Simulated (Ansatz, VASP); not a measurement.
Two plane-wave programs on Li3HSe

```
CELL_PARAMETERS angstrom
3.93412 0.00000 0.00000
0.00000 3.93412 0.00000
0.00000 0.00000 3.93412
ATOMIC_POSITIONS crystal
Li 0.00000 0.50000 0.50000
Li 0.50000 0.00000 0.50000
Li 0.50000 0.50000 0.00000
H 0.50000 0.50000 0.50000
Se 0.00000 0.00000 0.00000
```

Alike in both runs: task single point; functional r2SCAN; k mesh 6 × 6 × 6; no spin polarisation.

```csv
,VASP,Ansatz
version,VASP 6.6.1,Ansatz 0.2.0
potentials or method,"VASP PAW PBE potentials, release 64 (Li_sv, H, Se)","plane waves, PAW"
plane-wave cutoff (eV),520,500
occupations,"gaussian, width 0.01 eV",fixed
valence electrons in the cell,16,26
```

```csv
,VASP,Ansatz,Ansatz less VASP
gap on the k mesh at the Fermi level (eV),4.33,4.23,-0.099
```

VASP's potentials were made for PBE, not for r2SCAN. VASP's potentials hold 16 valence electrons a cell and Ansatz's 26, so a difference there can come from the potentials and not from the codes.

Noted on VASP's run: the cutoff is under 1.25 times that of the potentials, so the pressure is a little rough.
